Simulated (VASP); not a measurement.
# H6C2O in VASP: a series of runs

H6C2O is run at these levels: PBE+D3(BJ); tasks: single point.

Everything below comes from runs of VASP 6.6.1. Logs are shortened: lines on timing, memory, paths and dates and some standing lists are left out, and cuts for length are marked.

**1. The cell of the first run**

The cell holds a disordered packing, 36 atoms: a = 7.042 Å, b = 7.042 Å, c = 7.042 Å, α = 90.00°, β = 90.00°, γ = 90.00°.

**2. Single point, PBE+D3(BJ)**

The input, INCAR:

```
PREC     = Accurate       # precision mode
ENCUT    = 520            # plane-wave cutoff, eV
EDIFF    = 1E-7           # SCF threshold, eV
ISMEAR   = -1             # smearing method
SIGMA    = 0.02           # smearing width, eV
LREAL    = Auto         
LASPH    = T              # aspherical terms in the spheres
NELM     = 60             # most SCF steps
ALGO     = Normal         # electronic algorithm
ISIF     = 2              # what is computed and relaxed
LWAVE    = F              # write WAVECAR
LCHARG   = F              # write CHGCAR
GGA      = PE             # functional
IVDW     = 12             # dispersion correction
NBANDS   = 64             # bands
```

The input, KPOINTS:

```
Automatic mesh
0
Gamma
  1 1 1
```

The input, POSCAR:

```
H6C2O
1.0
    7.0419250000      0.0000000000      0.0000000000
    0.0000000000      7.0419250000      0.0000000000
    0.0000000000      0.0000000000      7.0419250000
C O H
8 4 24
Direct
    0.5935024869      0.6636253581      0.4312883196
    0.4649438896      0.5341153165      0.3230366697
    0.1210748481      0.6157833263      0.9063714822
    0.0299775985      0.7090532773      1.0655893097
    1.0568133003     -0.0200371347      0.4418678131
    0.9125345697      0.1068741857      0.3449482918
    0.6299129854      0.2051427699      0.7766484306
    0.4278801606      0.1300354662      0.8490718092
    0.5046347412      0.4663071532      0.1421344306
   -0.1780337053      0.7078746224      1.1055357732
    0.9287659269      0.3158937364      0.4063519563
    0.4480024993      0.1019891578      1.0547258030
    0.4583831836      0.3226106498      0.1380446398
    0.4189337433      0.4112795862      0.4050738967
    0.3389840136      0.6319578808      0.3023605051
    0.5119054804      0.7438733017      0.5424511053
    0.7216634656      0.6152152998      0.5207098911
    0.6500637255      0.7471394541      0.3075011449
   -0.2251089013      0.5736499608      1.1186287840
    0.0789840846      0.6693198238      1.2149376768
    0.0373477423      0.8583732431      1.0523258910
    0.2854475161      0.6316738676      0.9451392907
    0.0980555743      0.4762334163      0.9333953429
    0.0791260912      0.6206257522      0.7520102813
    0.8117382676      0.3836876990      0.3459139369
    0.9234690798      0.1273657416      0.1870085239
    0.7756969863      0.0397476542      0.3916116687
    1.0161994057     -0.1625975852      0.3790156811
    1.2174511941      0.0053252484      0.4103991451
    1.0239671681     -0.0365809065      0.6032015394
    0.3536958999     -0.0014910696      1.0894180214
    0.3152689073      0.2294969060      0.8134139458
    0.3925773137     -0.0006248291      0.7730982650
    0.6510151699      0.1821376967      0.6218186078
    0.6306372192      0.3489954806      0.8099631848
    0.7637258278      0.1518192824      0.8411478395
```

Potentials or basis: VASP PAW PBE potentials, release 64 (C, O, H).

Started as:

```
> cat potpaw_PBE.64/C/POTCAR potpaw_PBE.64/O/POTCAR potpaw_PBE.64/H/POTCAR > POTCAR
> mpirun -np 1 vasp_gam > vasp.out
```

OUTCAR:

```text
PREC = Accurate
   ENCUT = 520
   EDIFF = 1E-7
   ISMEAR = -1
   LREAL = Auto
   LASPH = T
   NELM = 60
   ISIF = 2
   GGA = PE
   IVDW = 12
 IVDW          = 12

 ion  position               nearest neighbor table
   1  0.594  0.664  0.431-  16 1.12  18 1.12  17 1.15   2 1.49
   2  0.465  0.534  0.323-  14 1.09  15 1.13   9 1.39   1 1.49
   3  0.121  0.616  0.906-  23 1.01  24 1.13  22 1.19   4 1.45
   4  0.030  0.709  0.066-  21 1.06  20 1.14   3 1.45  10 1.49
   5  0.057  0.980  0.442-  28 1.13  30 1.17  29 1.17   6 1.52
   6  0.913  0.107  0.345-  27 1.12  26 1.12   5 1.52  11 1.54
   7  0.630  0.205  0.777-  35 1.04  36 1.11  34 1.11   8 1.60
   8  0.428  0.130  0.849-  32 1.09  33 1.09  12 1.47   7 1.60
   9  0.505  0.466  0.142-  13 1.06   2 1.39
  10  0.822  0.708  0.106-  19 1.01   4 1.49
  11  0.929  0.316  0.406-  25 1.04   6 1.54
  12  0.448  0.102  0.055-  31 1.02   8 1.47
  13  0.458  0.323  0.138-   9 1.06
  14  0.419  0.411  0.405-   2 1.09
  15  0.339  0.632  0.302-   2 1.13
  16  0.512  0.744  0.542-   1 1.12
  17  0.722  0.615  0.521-   1 1.15
  18  0.650  0.747  0.308-   1 1.12
[... 16 lines left out ...]
  35  0.631  0.349  0.810-   7 1.04
  36  0.764  0.152  0.841-   7 1.11

  LATTYP: Found a simple cubic cell.
 ALAT       =     7.0419250000

  Lattice vectors:

 A1 = (   7.0419250000,   0.0000000000,   0.0000000000)
 A2 = (   0.0000000000,   7.0419250000,   0.0000000000)
 A3 = (   0.0000000000,   0.0000000000,   7.0419250000)

Analysis of symmetry for initial positions (statically):
=====================================================================
 Subroutine PRICEL returns:
 Original cell was already a primitive cell.

 Routine SETGRP: Setting up the symmetry group for a
 simple cubic supercell.

 Subroutine GETGRP returns: Found  1 space group operations
 (whereof  1 operations were pure point group operations)
 out of a pool of 48 trial point group operations.

The static configuration has the point symmetry C_1 .

Analysis of symmetry for dynamics (positions and initial velocities):
=====================================================================
 Subroutine PRICEL returns:
 Original cell was already a primitive cell.

 Routine SETGRP: Setting up the symmetry group for a
 simple cubic supercell.

 Subroutine GETGRP returns: Found  1 space group operations
 (whereof  1 operations were pure point group operations)
 out of a pool of 48 trial point group operations.

The dynamic configuration has the point symmetry C_1 .

 Subroutine INISYM returns: Found  1 space group operations
 (whereof  1 operations are pure point group operations),
 and found     1 'primitive' translations

----------------------------------------------------------------------------------------

                                     Primitive cell

  volume of cell :     349.2000

  direct lattice vectors                    reciprocal lattice vectors
     7.041925000  0.000000000  0.000000000     0.142006625  0.000000000  0.000000000
     0.000000000  7.041925000  0.000000000     0.000000000  0.142006625  0.000000000
     0.000000000  0.000000000  7.041925000     0.000000000  0.000000000  0.142006625

  length of vectors
     7.041925000  7.041925000  7.041925000     0.142006625  0.142006625  0.142006625

  position of ions in fractional coordinates (direct lattice)
     0.593502487  0.663625358  0.431288320
     0.464943890  0.534115316  0.323036670
     0.121074848  0.615783326  0.906371482
     0.029977598  0.709053277  0.065589310
     0.056813300  0.979962865  0.441867813
     0.912534570  0.106874186  0.344948292
[... 28 lines left out ...]
     0.630637219  0.348995481  0.809963185
     0.763725828  0.151819282  0.841147840

  ion indices of the primitive-cell ions
   primitive index   ion index
                 1           1
                 2           2
                 3           3
                 4           4
                 5           5
                 6           6
[... 28 lines left out ...]
                35          35
                36          36

----------------------------------------------------------------------------------------

 KPOINTS: Automatic mesh

Automatic generation of k-mesh.
 Grid dimensions read from file:
 generate k-points for:    1    1    1

 Generating k-lattice:

  Cartesian coordinates                     Fractional coordinates (reciprocal lattice)
     0.142006625  0.000000000  0.000000000     1.000000000  0.000000000  0.000000000
     0.000000000  0.142006625  0.000000000     0.000000000  1.000000000  0.000000000
     0.000000000  0.000000000  0.142006625     0.000000000  0.000000000  1.000000000

  Length of vectors
     0.142006625  0.142006625  0.142006625

  Shift w.r.t. Gamma in fractional coordinates (k-lattice)
     0.000000000  0.000000000  0.000000000

 Subroutine IBZKPT returns following result:
 ===========================================

 Found      1 irreducible k-points:

 Following reciprocal coordinates:
            Coordinates               Weight
  0.000000  0.000000  0.000000      1.000000
   k-points           NKPTS =      1   k-points in BZ     NKDIM =      1   number of bands    NBANDS=     64
   number of dos      NEDOS =    301   number of ions     NIONS =     36
   total plane-waves  NPLWV = 157464
   dimension x,y,z NGX =    54 NGY =   54 NGZ =   54
   dimension x,y,z NGXF=   108 NGYF=  108 NGZF=  108
   ions per type =               8   4  24
   NGX,Y,Z   is equivalent  to a cutoff of  12.75, 12.75, 12.75 a.u.
   NGXF,Y,Z  is equivalent  to a cutoff of  25.50, 25.50, 25.50 a.u.
 SYSTEM =  unknown system
   PREC   = accura    normal or accurate (medium, high low for compatibility)
   ISTART =      0    job   : 0-new  1-cont  2-samecut
   ICHARG =      2    charge: 1-file 2-atom 10-const
   ISPIN  =      1    spin polarized calculation?
   LNONCOLLINEAR =      F non collinear calculations
   LSORBIT =      F    spin-orbit coupling
   LASPH  =      T    aspherical Exc in radial PAW
   ENCUT  =  520.0 eV  38.22 Ry    6.18 a.u.  13.09 13.09 13.09*2*pi/ulx,y,z
   NELM   =     60;   NELMIN=  2; NELMDL= -5     # of ELM steps
   EDIFF  = 0.1E-06   stopping-criterion for ELM
   LREAL  =      T    real-space projection
   EDIFFG = 0.1E-05   stopping-criterion for IOM
   NSW    =      0    number of steps for IOM
   IBRION =     -1    ionic relax: 0-MD 1-quasi-New 2-CG
   NFREE  =      0    steps in history (QN), initial steepest desc. (CG)
   ISIF   =      2    stress and relaxation
   ISYM   =      2    0-nonsym 1-usesym 2-fastsym
   POTIM  = 0.5000    time-step for ionic-motion
   TEBEG  =    0.0;   TEEND  =   0.0 temperature during run
   PSTRESS=    0.0 pullay stress
   NELECT =      80.0000    total number of electrons
   NUPDOWN=      -1.0000    fix difference up-down
   EMIN   =  10.00;   EMAX   =-10.00  energy-range for DOS
   EFERMI =   0.00;   METHOD = LEGACY
   ISMEAR =    -1;   SIGMA  =   0.02  broadening in eV -4-tet -1-fermi 0-gaus
   EFERMI_NEDOS =   21; number of points for ismear=-14 and -15
   IALGO  =     38    algorithm
   IMIX   =      4    mixing-type and parameters
     AMIX     =   0.40;   BMIX     =  1.00
     AMIX_MAG =   1.60;   BMIX_MAG =  1.00
  volume/ion in A,a.u.               =       9.70        65.46
  Fermi-wavevector in a.u.,A,eV,Ry     =   1.001721  1.892978 13.652697  1.003445
  Thomas-Fermi vector in A             =   2.134161
   LORBIT       =      0    0 simple, 1 ext, 2 COOP (PROOUT), +10 PAW based schemes
   GGA     = PE    functional components
   LHFCALC =     F    Hartree Fock is set to
   AEXX    =    0.0000 exact exchange contribution
   IVDW    =    12    specifies the selected vdW correction
   LEPSILON=     F    determine dielectric tensor
   LRPA    =     F    only Hartree local field effects (RPA)
 non-spin polarized calculation
  energy-cutoff  :      520.00
  volume of cell :      349.20
 maximum number of plane-waves:      4718
 NGX is ok and might be reduce to    54
   NGX = 27   NGY = 27   NGZ = 27

 number of electron      79.9999994 magnetization

 Free energy of the ion-electron system (eV)
  ---------------------------------------------------
  ext. energy  EPLUGINS =         0.00000000
  ---------------------------------------------------
  free energy    TOTEN  =      -184.75676435 eV

  energy without entropy =     -184.75676435  energy(sigma->0) =     -184.75676435

 E-fermi :  -1.8297     XC(G=0):  -6.9522

 val. band max:       -2.3970681321   @ k =   0.0000   0.0000   0.0000
 cond. band min:       2.1686048057   @ k =   0.0000   0.0000   0.0000
 fundamental gap:      4.5656729378
 Fermi energy:        -1.8296981226

 k-point     1 :       0.0000    0.0000    0.0000
  band No.  band energies     occupation
      1     -22.4436      2.00000
      2     -21.8446      2.00000
      3     -21.2146      2.00000
      4     -20.7651      2.00000
      5     -15.5330      2.00000
      6     -15.0758      2.00000
[... 44 lines left out ...]
     51       5.7298      0.00000
     52       5.7839      0.00000
 [bands above 52 left out]

------------------------ aborting loop because EDIFF is reached ----------------------------------------

 Edisp (eV)   -1.46682

 E8    (eV) :    -0.3216

  FORCE on cell =-STRESS in cart. coord.  units (eV):
  Direction    XX          YY          ZZ          XY          YZ          ZX
  --------------------------------------------------------------------------------------
  -------------------------------------------------------------------------------------
  Total      -9.57905     3.18840    -7.41396    -1.92338     3.06945    -3.45422
  in kB     -43.94999    14.62880   -34.01627    -8.82472    14.08307   -15.84842
  external pressure =      -21.11 kB  Pullay stress =        0.00 kB

 VOLUME and BASIS-vectors are now :
 -----------------------------------------------------------------------------
  energy-cutoff  :      520.00
  volume of cell :      349.20
      direct lattice vectors                 reciprocal lattice vectors
     7.041925000  0.000000000  0.000000000     0.142006625  0.000000000  0.000000000
     0.000000000  7.041925000  0.000000000     0.000000000  0.142006625  0.000000000
     0.000000000  0.000000000  7.041925000     0.000000000  0.000000000  0.142006625

 POSITION                                       TOTAL-FORCE (eV/Angst)
 -----------------------------------------------------------------------------------
      4.17940      4.67320      3.03710         1.891074      0.799114      0.371887
      3.27410      3.76120      2.27480        -2.971661      0.218432      1.536046
      0.85260      4.33630      6.38260         2.705705      0.390848     -0.828957
      0.21110      4.99310      0.46187        -2.452607      1.267558      2.786773
      0.40007      6.90083      3.11160         0.510947     -0.878080      0.252235
      6.42600      0.75260      2.42910        -0.003459      1.977917      0.247190
[... 28 lines left out ...]
      4.44090      2.45760      5.70370         0.155028      2.247608      0.044346
      5.37810      1.06910      5.92330        -0.810225     -0.591776      0.282024
 -----------------------------------------------------------------------------------
    total drift:                                0.006567      0.010454     -0.018230

  FREE ENERGIE OF THE ION-ELECTRON SYSTEM (eV)
  ---------------------------------------------------
  free  energy   TOTEN  =      -186.2235869324 eV

  energy  without entropy=     -186.2235869324  energy(sigma->0) =     -186.22358693
```

Run time: 60 s. Hardware: 1 thread of Intel Xeon Platinum 8259CL at 2.50GHz (Skylake/Cascade Lake), shared host; peak memory 0.35 GiB.

What came out:

```
Free energy                : -186.2236 eV
Pressure                   : -2.1 GPa
Largest force              : 3.923 eV/Å
Band gap on the k mesh     : 4.57 eV
Dispersion energy per atom : -0.041 eV
```

Forces in eV/Å, atoms in the order of the input:
```
C    1.891  0.799  0.372
C   -2.972  0.218  1.536
C    2.706  0.391 -0.829
C   -2.453  1.268  2.787
C    0.511 -0.878  0.252
C   -0.003  1.978  0.247
C   -0.938 -1.676 -0.490
C    2.673 -0.249 -0.336
O    1.041 -2.403 -1.064
O    0.247 -1.684 -1.422
O   -2.044 -0.535 -0.872
O   -1.769 -1.352 -0.257
H    0.936  1.971 -0.235
H   -0.376 -0.131  0.624
H    0.146 -0.671  0.404
H    0.110 -0.129 -0.956
H   -0.922 -0.339 -1.121
H   -0.091  0.642  1.395
H    0.223  0.984 -0.414
H    0.743 -0.160 -1.631
H    0.786  1.698  0.022
H   -1.949 -0.106 -1.214
H   -0.189 -3.815  0.487
H    0.219  1.109  0.885
H    1.988 -1.293  1.072
H   -0.046 -1.028  0.690
H    0.163  0.790 -0.611
H    0.583  0.878  0.695
H   -1.717 -0.052  0.485
H    0.602  0.475 -1.644
H    1.088  1.310 -0.132
H   -0.151  0.527  0.150
H    0.022 -0.502  0.327
H   -0.401  0.309  0.473
H    0.155  2.248  0.044
H   -0.810 -0.592  0.282
```

Caveat: the k points lie up to 0.89 Å⁻¹ apart, too coarse for converged energies, forces and pressures.

(Continued in part 2 of 2.)
